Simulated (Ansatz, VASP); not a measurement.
**Two plane-wave programs on Mg**

```
Mg
1.0
    -1.76546    1.76546    1.76546
     1.76546   -1.76546    1.76546
     1.76546    1.76546   -1.76546
Mg
1
Direct
  0.00000 0.00000 0.00000
```

Alike in both runs: task single point; functional PBE; k mesh 14 × 14 × 14; occupations fermi-dirac, width 0.1 eV; no spin polarisation.

|  | VASP | Ansatz |
| --- | --- | --- |
| version | VASP 6.6.1 | Ansatz 0.2.0 |
| potentials or method | VASP PAW PBE potentials, release 64 (Mg), cutoff 520 eV | plane waves (420 eV) with PAW, scalar-relativistic |
| valence electrons in the cell | 2 | 10 |

Ansatz gave:

- pressure (GPa): 1.6

Which values does VASP return?

Pressure (GPa): 1.5.

VASP's potentials hold 2 valence electrons a cell and Ansatz's 10, so a difference there can come from the potentials and not from the codes.
